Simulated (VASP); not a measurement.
ZrGaH4, 6 atoms in the cell. Symmetry: P4/mmm, No. 123, tetragonal system. Conventional cell: a = 3.555 Å, b = 3.555 Å, c = 4.200 Å, α = 90.00°, β = 90.00°, γ = 90.00°. Zr (site symmetry 4/mmm) has 8 H at 2.06 Å within 2.7 Å. Within 2.7 Å of Ga (site symmetry 4/mmm) lie 8 H at 2.07 Å. Within 2.7 Å of H (site symmetry 2mm) lie 2 Zr at 2.06 Å and 2 Ga at 2.07 Å and 6 H at 2.08 to 2.51 Å. 

| Property | Result |
| --- | --- |
| Program | VASP 6.6.1 |
| Task | single point |
| Functional | PBE |
| Potentials or basis | VASP PAW PBE potentials, release 64 (Zr_sv, Ga_d, H) |
| Cutoff | 520 eV |
| k mesh | 10 × 10 × 10 |
| Occupations | gaussian, width 0.1 eV |
| Spin | no spin polarisation |
| Dipole correction | no |
| Further INCAR settings | ALGO = Normal; EDIFF = 1e-06; NBANDS = 24 |

Potentials or basis: VASP PAW PBE potentials, release 64 (Zr_sv, Ga_d, H).

Command:

```console
$ cat potpaw_PBE.64/Zr_sv/POTCAR potpaw_PBE.64/Ga_d/POTCAR potpaw_PBE.64/H/POTCAR > POTCAR
$ mpirun -np 1 vasp_std > vasp.out
```

Hardware: 1 thread of Intel(R) Xeon(R) Platinum 8488C (Sapphire Rapids), with other jobs on the host.

Question: Estimate the wall time of this run.

Answer: It took 88 s on 1 thread of Intel(R) Xeon(R) Platinum 8488C (Sapphire Rapids), on a shared host, peak memory 0.28 GiB. Counts: scf iterations 13, k points 126.
